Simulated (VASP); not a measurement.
Here is a VASP 6.6.1 calculation.

File INCAR:

```
PREC = Accurate
ENCUT = 520
EDIFF = 1E-6
ISMEAR = 0
SIGMA = 0.1
LREAL = F
LASPH = T
NELM = 100
ALGO = Normal
ISIF = 2
LWAVE = F
LCHARG = F
LDIPOL = T
IDIPOL = 3
DIPOL = 0.5 0.5 0.303
GGA = PE
NBANDS = 20
```

File KPOINTS:

```
Automatic mesh
0
Gamma
  4 5 1
```

POSCAR

```
Mg4H
1.0
    6.4201385733      0.0000000000      0.0000000000
    0.0000000000      5.1379129567      0.0000000000
    0.0000000000      0.0000000000     21.6644777330
Mg H
8 2
Direct
    0.0000000000      0.7500000000      0.1846340378
    0.5000000000      0.7500000000      0.1846340378
    0.2500000000      0.2500000000      0.2274076137
    0.7500000000      0.2500000000      0.2274076137
    0.2500000000      0.7500000000      0.3173234500
    0.7500000000      0.7500000000      0.3173234500
    0.0000000000      0.2500000000      0.3537808678
    0.5000000000      0.2500000000      0.3537808678
    0.6915900458      0.0833333333      0.4336350891
    0.8084099542      0.0833333333      0.4336350891
```

Potentials or basis: VASP PAW PBE potentials, release 64 (Mg, H).

The run is started by

```sh
$ cat potpaw_PBE.64/Mg/POTCAR potpaw_PBE.64/H/POTCAR > POTCAR
$ mpirun -np 1 vasp_std > vasp.out
```

(1) Predict the band gap on the k mesh.

(2) Estimate the largest force.

Answers

(1) zero (band 9 reaches -1.55 eV, above the bottom of band 10 at -2.00 eV).

(2) 0.705 eV/Å.
